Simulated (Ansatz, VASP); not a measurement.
## NaCl: VASP beside Ansatz

```
Na Cl
1.0
     3.89227    0.00000    0.00000
    -1.94614    3.37081    0.00000
     0.00000    0.00000    6.73682
Na Cl
2 2
Direct
  0.00000 0.00000 0.00000
  0.00000 0.00000 0.50000
  0.33333 0.66667 0.25000
  0.66667 0.33333 0.75000
```

Alike in both runs: task single point; functional r2SCAN; k mesh 6 × 6 × 4; no spin polarisation.

|  | VASP | Ansatz |
| --- | --- | --- |
| version | VASP 6.6.1 | Ansatz 0.2.0 |
| potentials or method | VASP PAW PBE potentials, release 64 (Na_pv, Cl) | plane waves, PAW |
| plane-wave cutoff (eV) | 520 | 500 |
| occupations | gaussian, width 0.01 eV | fixed |
| valence electrons in the cell | 28 | 32 |

|  | VASP | Ansatz | Ansatz less VASP |
| --- | --- | --- | --- |
| gap on the k mesh at the Fermi level (eV) | 5.89 | 5.86 | -0.023 |

VASP's potentials were made for PBE, not for r2SCAN. VASP's potentials hold 28 valence electrons a cell and Ansatz's 32, so a difference there can come from the potentials and not from the codes.
